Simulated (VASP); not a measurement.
Input of a VASP 6.6.1 run:

File INCAR:

```
SYSTEM = MgO
  PREC = Accurate
  ENCUT = 520
  EDIFF = 1E-7
  ISMEAR = -1
  SIGMA = 0.0388
  LREAL = Auto
  LASPH = .True.
  NELM = 100
  ALGO = Normal
  ISIF = 2
  LWAVE = .False.
  LCHARG = .True.
  GGA = PS
  LELF = .True.
  LVHAR = .True.
  NBANDS = 46
```

Contents of KPOINTS:

```
Automatic mesh
0
Gamma
  2 2 2
  0.5 0.5 0.5
```

POSCAR

```
MgO
1.0
   -1.6593881964      2.8741446656      4.9994362158
   -1.6593881964      2.8741446656     -4.9994362158
   -3.3187763927     -5.7482893312      0.0000000000
Mg O
8 8
Direct
    0.1766906561      0.1698600859      0.3365432488
    0.6898867389      0.6720967329      0.3406986700
    0.1723158460      0.1783275239      0.8187205793
    0.6573212492      0.6671709599      0.8364869860
    0.0792011059      0.5805704387      0.1669178098
    0.5957885696      0.1042857493      0.1883019115
    0.0865051017      0.5868789223      0.6657159861
    0.5786853155      0.0882088109      0.6829498255
    0.3787632849      0.9866010228      0.3589258339
    0.8840625726      0.4509209329      0.3359404180
    0.3622135519      0.9716122658      0.8379091728
    0.8776906561      0.4756005177      0.8414509655
    0.3076449592      0.4007620588      0.1621063586
    0.7923584431      0.8735121937      0.1750467220
    0.2997932669      0.3925999315      0.6686551418
    0.7728182880      0.8845180830      0.6644236693
```

Potentials or basis: VASP PAW PBE potentials, release 64 (Mg, O).

Run with:

```console
$ cat potpaw_PBE.64/Mg/POTCAR potpaw_PBE.64/O/POTCAR > POTCAR
$ mpirun -np 1 vasp_std > vasp.out
```

Q: Predict the pressure.

A: -0.1 GPa.

Q: Predict the largest force.

A: 2.073 eV/Å.

Q: Predict the band gap on the k mesh.

A: 4.69 eV.

Forces in eV/Å, atoms in the order of the input:
```
Mg   0.221  0.645 -0.596
Mg   0.279 -0.783 -0.327
Mg  -0.211 -1.641 -0.121
Mg  -1.071  0.930  0.661
Mg  -0.928  0.907  0.551
Mg   1.769 -0.887  0.617
Mg  -0.638 -0.545  0.234
Mg  -0.241  0.878  0.448
O    0.970  0.354  0.303
O   -0.760  0.519 -0.973
O   -0.341 -0.480  0.241
O    0.532  0.008 -0.198
O    0.389 -0.853  0.020
O   -0.290  0.912 -0.693
O    0.881 -0.104 -0.714
O   -0.562  0.140  0.548
```

Caveat: the k points lie up to 0.63 Å⁻¹ apart; the atoms stand as in a frame of molecular dynamics; the PAW data sets were made with another functional, which shifts forces and pressure a little; a shifted mesh leaves out Γ, where band edges can lie. A k mesh can miss the band edges.
